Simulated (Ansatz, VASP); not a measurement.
Pb in VASP and in Ansatz

```xyz
1
Lattice="0.0000 1.9306 1.9306 1.9306 0.0000 1.9306 1.9306 1.9306 0.0000" Properties=species:S:1:pos:R:3 pbc="T T T"
Pb    0.0000    0.0000    0.0000
```

Alike in both runs: task relaxation of cell and atoms; functional PBE; k mesh 8 × 8 × 8; occupations gaussian, width 0.1 eV; no spin polarisation.

|  | VASP | Ansatz |
| --- | --- | --- |
| version | VASP 6.6.1 | Ansatz 0.2.0 |
| potentials or method | VASP PAW PBE potentials, release 64 (Pb_d), cutoff 500 eV | scalar-relativistic, plane waves, PAW |
| valence electrons in the cell | 14 | 14 |

|  | VASP | Ansatz | Ansatz less VASP |
| --- | --- | --- | --- |
| gap on the k mesh at the Fermi level, each at its own relaxed structure (eV) | none | none | - |
| relaxed volume (Å³/atom) | 31.48 | 32.26 | +0.773 |
| relaxed cell length with the largest relative difference (Å) | 3.544 | 3.573 | +0.0288 |

A gap of «none» marks a metal or a gap that the smearing closes.

Neither program's run includes spin-orbit coupling. Noted on VASP's run: the volume moved by over 15 % at a fixed basis, so the end points are rough.
